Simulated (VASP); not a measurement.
## TiN: single point with PBEsol

The system is TiN.

```
Ti N
1.0
     0.00000    2.10197    2.10197
     2.10197    0.00000    2.10197
     2.10197    2.10197    0.00000
Ti N
1 1
Direct
  0.00000 0.00000 0.00000
  0.50000 0.50000 0.50000
```

| Item | Value |
| --- | --- |
| Program | VASP 6.6.1 |
| Task | single point |
| Functional | PBEsol |
| Potentials or basis | VASP PAW PBE potentials, release 64 (Ti_sv, N) |
| Cutoff | 520 eV |
| k mesh | 18 × 18 × 18 |
| Occupations | gaussian, width 0.1 eV |
| Spin | no spin polarisation |
| Dipole correction | no |
| k mesh for the DOS | 27 × 27 × 27 |
| Occupations for the DOS | tetrahedron |
| Further INCAR settings | ALGO = Normal; EDIFF = 1e-06 |

```yaml
Valence_electrons_inside_the_program's_atomic_spheres: Ti 10.45; N 3.75
```

Levels at points of the mesh, in eV from the Fermi level:
| k point | band 5 | band 6 | band 7 | band 8 | band 9 | band 10 | band 11 | band 12 |
| --- | --- | --- | --- | --- | --- | --- | --- | --- |
| (0.00, 0.00, 0.00) | -17.21 | -2.06 | -2.06 | -2.06 | -0.66 | -0.66 | -0.66 | 0.60 |

Wall time 110 s on 1 thread of Intel Xeon 8259CL, with other jobs on the host, peak memory 0.26 GiB.
